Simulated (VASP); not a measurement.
Set up this calculation in VASP 6.6.1, as the native input.

- Task: single point
- Functional: LDA
- Potentials or basis: VASP PAW LDA potentials, release 64 (Ga_d, As)
- Cutoff: 520 eV
- k mesh: 12 × 12 × 12
- Occupations: gaussian, width 0.01 eV
- Spin: no spin polarisation
- Dipole correction: no
- Further INCAR settings: ALGO = Normal; EDIFF = 1e-07; NBANDS = 16

The structure of GaAs (dq13) lies in POSCAR:

```
GaAs
1.0
    0.0000000000      2.8015691414      2.8015691414
    2.8015691414      0.0000000000      2.8015691414
    2.8015691414      2.8015691414      0.0000000000
Ga As
1 1
Direct
    0.0000000000      0.0000000000      0.0000000000
    0.7500000000      0.7500000000      0.7500000000
```

These files were run (other wordings do the same):

INCAR

```
  PREC = Accurate
  ENCUT = 520
  EDIFF = 1E-7
  ISMEAR = 0
  SIGMA = 0.01
  LREAL = F
  LASPH = T
  NELM = 80
  ALGO = Normal
  ISIF = 2
  LWAVE = F
  LCHARG = T
  LELF = T
  LVHAR = T
  NBANDS = 16
```

KPOINTS

```
Automatic mesh
0
Gamma
  12 12 12
```

Potentials or basis: VASP PAW LDA potentials, release 64 (Ga_d, As).

Command:

```console
$ cat potpaw_LDA.64/Ga_d/POTCAR potpaw_LDA.64/As/POTCAR > POTCAR
$ mpirun -np 1 vasp_std > vasp.out
```

Results of the run:

```
Pressure               : 0.3 GPa
Band gap on the k mesh : 0.54 eV, direct
```

Run time: 22 s on 1 thread of Intel(R) Xeon(R) 6975P-C (Granite Rapids) (shared host), peak memory 0.18 GiB.
